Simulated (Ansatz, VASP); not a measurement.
## One calculation of AlNi, two programs

```
Al Ni
1.0
     2.89308    0.00000    0.00000
     0.00000    2.89308    0.00000
     0.00000    0.00000    2.89308
Al Ni
1 1
Cartesian
  0.0000 0.0000 0.0000
  1.2215 1.4465 1.4465
```

Alike in both runs: task single point; functional PBE; k mesh 20 × 20 × 20; occupations gaussian, width 0.15 eV; no spin polarisation.

```csv
,VASP,Ansatz
version,VASP 6.6.1,Ansatz 0.2.0
potentials or method,"VASP PAW PBE potentials, release 64 (Al, Ni), cutoff 520 eV","scalar-relativistic, plane waves, PAW"
valence electrons in the cell,13,21
```

|  | VASP | Ansatz | Ansatz less VASP |
| --- | --- | --- | --- |
| gap on the k mesh at the Fermi level (eV) | none | none | - |
| pressure (GPa) | 3.0 | 3.2 | +0.18 |
| traceless stress, the component that is largest in VASP (GPa) | -1.65 | -1.64 | +0.011 |
| rms of the force components (eV/Å) | 0.739 | 0.737 | -0.0025 |

Atom by atom the forces differ by 0.002 eV/Å (rms over components). A gap of «none» marks a metal or a gap that the smearing closes. VASP's potentials hold 13 valence electrons a cell and Ansatz's 21, so a difference there can come from the potentials and not from the codes.
